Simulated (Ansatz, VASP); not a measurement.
# AlGa2As3: VASP beside Ansatz

```
Al Ga As
1.0
    -2.02969    2.02969    8.60749
     2.02969   -2.02969    8.60749
     2.02969    2.02969   -8.60749
Al Ga As
1 2 3
Direct
  0.00000 0.00000 0.00000
  0.66656 0.66656 0.00000
  0.33344 0.33344 0.00000
  0.25000 0.75000 0.50000
  0.91725 0.41725 0.50000
  0.58275 0.08275 0.50000
```

Alike in both runs: task single point; functional PBE; k mesh 6 × 6 × 6; occupations gaussian, width 0.1 eV; no spin polarisation.

```csv
,VASP,Ansatz
version,VASP 6.6.1,Ansatz 0.2.0
potentials or method,"VASP PAW PBE potentials, release 64 (Al, Ga_d, As), cutoff 520 eV","scalar-relativistic, plane waves, PAW"
valence electrons in the cell,44,74
```

```tsv
	VASP	Ansatz	Ansatz less VASP
gap on the k mesh at the Fermi level (eV)	0.64	0.64	-0.003
least direct gap on the mesh (eV)	0.64	0.64	-0.003
pressure (GPa)	0.2	0.0	-0.16
traceless stress, the component that is largest in VASP (GPa)	-0.14	-0.14	0.000
```

VASP's potentials hold 44 valence electrons a cell and Ansatz's 74, so a difference there can come from the potentials and not from the codes.
